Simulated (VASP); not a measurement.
# N (P1) in VASP: single point with PBE+D3(BJ)

Aim: the single point of N with PBE+D3(BJ).

Everything below comes from runs of VASP 6.6.1. Logs are shortened: lines on timing, memory, paths and dates and some standing lists are left out, and cuts for length are marked.

## 1. The cell of the first run

The typed cell holds 4 atoms: a = 4.120 Å, b = 4.045 Å, c = 5.351 Å, α = 88.53°, β = 89.34°, γ = 90.45°.

## 2. Single point, PBE+D3(BJ)

File INCAR:

```
SYSTEM = N
  PREC = Accurate
  ENCUT = 520
  EDIFF = 1E-6
  ISMEAR = 0
  SIGMA = 0.05
  LREAL = .FALSE.
  LASPH = .TRUE.
  NELM = 80
  ALGO = Normal
  ISIF = 2
  LWAVE = .FALSE.
  LCHARG = .FALSE.
  GGA = PE
  IVDW = 12
  NBANDS = 18
```

File KPOINTS:

```
Automatic mesh
0
G
  6 6 4
  0 0 0
```

File POSCAR:

```
N
1.0
    4.1202741175     -0.0160351314      0.0236438879
   -0.0160351314      4.0445110309      0.0524002514
    0.0307506023      0.0681503523      5.3504752734
N
4
Direct
    0.9036437981      0.9061797925     -0.0096922036
    0.5961402930      0.4065508801      0.4962410642
    0.0965432486      0.0935901900      0.0096690730
    0.4036726603      0.5936791374      0.5037820663
```

Potentials or basis: VASP PAW PBE potentials, release 64 (N).

Started as:

```bash
> cat potpaw_PBE.64/N/POTCAR > POTCAR
> mpirun -np 1 vasp_std > vasp.out
```

OUTCAR:

```text
SYSTEM = N
   PREC = Accurate
   ENCUT = 520
   EDIFF = 1E-6
   ISMEAR = 0
   LREAL = .FALSE.
   LASPH = .TRUE.
   NELM = 80
   ISIF = 2
   GGA = PE
   IVDW = 12
 IVDW          = 12

 ion  position               nearest neighbor table
   1  0.904  0.906  0.990-   3 1.10
   2  0.596  0.407  0.496-   4 1.10
   3  0.097  0.094  0.010-   1 1.10
   4  0.404  0.594  0.504-   2 1.10

  LATTYP: Found a triclinic cell.
 ALAT       =     5.7963709567
 B/A-ratio  =     0.7108539445
 C/A-ratio  =     1.6929956350
 COS(alpha) =     0.0001794216
 COS(beta)  =     0.5851661200
 COS(gamma) =     0.7162838867

  Lattice vectors:

 A1 = (  -4.1363092489,   4.0605461623,   0.0287563635)
 A2 = (  -4.1202741175,   0.0160351314,  -0.0236438879)
 A3 = (  -0.0013196605,   8.1571724141,   5.4552757762)

Analysis of symmetry for initial positions (statically):
=====================================================================
 Subroutine PRICEL returns:
 Original cell was already a primitive cell.

 Routine SETGRP: Setting up the symmetry group for a
 triclinic supercell.

 Subroutine GETGRP returns: Found  1 space group operations
 (whereof  1 operations were pure point group operations)
 out of a pool of  2 trial point group operations.

The static configuration has the point symmetry C_1 .

Analysis of symmetry for dynamics (positions and initial velocities):
=====================================================================
 Subroutine PRICEL returns:
 Original cell was already a primitive cell.

 Routine SETGRP: Setting up the symmetry group for a
 triclinic supercell.

 Subroutine GETGRP returns: Found  1 space group operations
 (whereof  1 operations were pure point group operations)
 out of a pool of  2 trial point group operations.

The dynamic configuration has the point symmetry C_1 .

 Subroutine INISYM returns: Found  1 space group operations
 (whereof  1 operations are pure point group operations),
 and found     1 'primitive' translations

----------------------------------------------------------------------------------------

                                     Primitive cell

  volume of cell :      89.1439

  direct lattice vectors                    reciprocal lattice vectors
[... 89 lines left out ...]
   ENCUT  =  520.0 eV  38.22 Ry    6.18 a.u.   7.66  7.52  9.95*2*pi/ulx,y,z
   NELM   =     80;   NELMIN=  2; NELMDL= -5     # of ELM steps
   EDIFF  = 0.1E-05   stopping-criterion for ELM
   LREAL  =      F    real-space projection
   EDIFFG = 0.1E-04   stopping-criterion for IOM
   NSW    =      0    number of steps for IOM
   IBRION =     -1    ionic relax: 0-MD 1-quasi-New 2-CG
   NFREE  =      0    steps in history (QN), initial steepest desc. (CG)
   ISIF   =      2    stress and relaxation
   ISYM   =      2    0-nonsym 1-usesym 2-fastsym
   POTIM  = 0.5000    time-step for ionic-motion
   TEBEG  =    0.0;   TEEND  =   0.0 temperature during run
   PSTRESS=    0.0 pullay stress
   NELECT =      20.0000    total number of electrons
   NUPDOWN=      -1.0000    fix difference up-down
   EMIN   =  10.00;   EMAX   =-10.00  energy-range for DOS
   EFERMI =   0.00;   METHOD = LEGACY
   ISMEAR =     0;   SIGMA  =   0.05  broadening in eV -4-tet -1-fermi 0-gaus
   EFERMI_NEDOS =   21; number of points for ismear=-14 and -15
   IALGO  =     38    algorithm
   IMIX   =      4    mixing-type and parameters
     AMIX     =   0.40;   BMIX     =  1.00
     AMIX_MAG =   1.60;   BMIX_MAG =  1.00
  volume/ion in A,a.u.               =      22.29       150.39
  Fermi-wavevector in a.u.,A,eV,Ry     =   0.994766  1.879835 13.463776  0.989560
  Thomas-Fermi vector in A             =   2.126740
   LORBIT       =      0    0 simple, 1 ext, 2 COOP (PROOUT), +10 PAW based schemes
   GGA     = PE    functional components
   LHFCALC =     F    Hartree Fock is set to
   AEXX    =    0.0000 exact exchange contribution
   IVDW    =    12    specifies the selected vdW correction
   LEPSILON=     F    determine dielectric tensor
   LRPA    =     F    only Hartree local field effects (RPA)
 non-spin polarized calculation
 Gauss-broadening in eV      SIGMA  =   0.05
  energy-cutoff  :      520.00
  volume of cell :       89.14
 maximum number of plane-waves:      2418
 NGX is ok and might be reduce to    32
   NGX = 15   NGY = 15   NGZ = 19

 number of electron      20.0000001 magnetization

 Free energy of the ion-electron system (eV)
  ---------------------------------------------------
  ext. energy  EPLUGINS =         0.00000000
  ---------------------------------------------------
  free energy    TOTEN  =       -33.30253597 eV

  energy without entropy =      -33.30253597  energy(sigma->0) =      -33.30253597

 E-fermi :  -6.1246     XC(G=0):  -6.4812

 val. band max:       -6.4149774799   @ k =   0.5000   0.5000   0.5000
 cond. band min:       0.5207875721   @ k =   0.0000   0.0000   0.0000
 fundamental gap:      6.9357650520
 Fermi energy:        -6.1246272939

 k-point     1 :       0.0000    0.0000    0.0000
  band No.  band energies     occupation
      1     -24.8724      2.00000
      2     -24.8102      2.00000
      3      -9.7960      2.00000
      4      -9.7651      2.00000
      5      -8.4598      2.00000
      6      -7.9010      2.00000
[... 481 lines left out ...]
      5      -8.2059      2.00000
      6      -8.1743      2.00000
[... 10 lines left out ...]
     17       8.5030      0.00000
     18       8.6078      0.00000

 [... further k-points ...]

------------------------ aborting loop because EDIFF is reached ----------------------------------------

 Edisp (eV)   -0.22133

 E8    (eV) :    -0.0527

  FORCE on cell =-STRESS in cart. coord.  units (eV):
  Direction    XX          YY          ZZ          XY          YZ          ZX
  --------------------------------------------------------------------------------------
  -------------------------------------------------------------------------------------
  Total       1.85453     1.69630    -0.08490    -0.00490     0.18985     0.08733
  in kB      33.33134    30.48747    -1.52588    -0.08803     3.41225     1.56955
  external pressure =       20.76 kB  Pullay stress =        0.00 kB

 VOLUME and BASIS-vectors are now :
 -----------------------------------------------------------------------------
  energy-cutoff  :      520.00
  volume of cell :       89.14
      direct lattice vectors                 reciprocal lattice vectors
     4.120274118 -0.016035131  0.023643888     0.242714191  0.000980515 -0.001407432
    -0.016035131  4.044511031  0.052400251     0.000980515  0.247293446 -0.003155474
     0.030750602  0.068150352  5.350475273    -0.001082163 -0.002426218  0.186936407

 POSITION                                       TOTAL-FORCE (eV/Angst)
 -----------------------------------------------------------------------------------
      3.73918      3.71805      5.36747        -1.256295     -1.199135     -0.186723
      2.46500      1.66856      2.69052         1.261964     -1.205803     -0.072622
      0.39658      0.37764      0.05892         1.256241      1.199169      0.186754
      1.66921      2.42900      2.73613        -1.261910      1.205769      0.072590
 -----------------------------------------------------------------------------------
    total drift:                               -0.000171      0.000094      0.000011

  FREE ENERGIE OF THE ION-ELECTRON SYSTEM (eV)
  ---------------------------------------------------
  free  energy   TOTEN  =       -33.5238647635 eV

  energy  without entropy=      -33.5238647635  energy(sigma->0) =      -33.52386476
```

It took 2.1 min on 1 thread of Oxide Virtual Turin-like, shared host; peak memory 0.2 GiB.

What came out:

| Item | Value |
| --- | --- |
| Free energy | -33.5239 eV |
| Pressure | 2.1 GPa |
| Largest force | 1.747 eV/Å |
| Band gap on the k mesh | 6.94 eV, indirect (least direct gap 7.13 eV) |
| Dispersion energy per atom | -0.055 eV |

Forces on the atoms (eV/Å):
```
N   -1.256 -1.199 -0.187
N    1.262 -1.206 -0.073
N    1.256  1.199  0.187
N   -1.262  1.206  0.073
```

Caveat: the cell differs from its parent crystal (all atoms moved at random, sigma 0.1 Å a component, cell strained at random, sigma 0.01, then relaxed in part); the standard files for N, O and F lose accuracy on very short bonds; forces of over 1 eV/Å act on the atoms, so gaps and moduli don't describe the material at rest. A k mesh can miss the band edges.
